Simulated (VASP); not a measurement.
CdTe:

```
Cd Te
1.0
     0.00000    3.30917    3.30917
     3.30917    0.00000    3.30917
     3.30917    3.30917    0.00000
Cd Te
1 1
Direct
  0.00000 0.00000 0.00000
  0.75000 0.75000 0.75000
```

Base run:

```yaml
Program: VASP 6.6.1
Functional: r2SCAN
Potentials_or_basis: VASP PAW PBE potentials, release 64 (Cd, Te)
Cutoff: 520 eV
k_mesh: 10 × 10 × 10
Occupations: gaussian, width 0.02 eV
Spin: no spin polarisation
```

Its results: band gap on the k mesh 1.07 eV, direct; pressure -1.0 GPa.

**Question.** The run is repeated on the same cell with these changes: functional from r2SCAN to PBE; further incar settings from ALGO = Normal; EDIFF = 1e-07; NBANDS = 16 to ALGO = Normal; EDIFF = 1e-06; NBANDS = 16. What comes out?

**Answer.** Band gap on the k mesh 0.58 eV, direct; pressure 0.1 GPa.

Caveats: spin-orbit coupling is left out, which moves the levels of the heavy elements; the PAW data sets were made with another functional, which shifts forces and pressure a little (some runs).

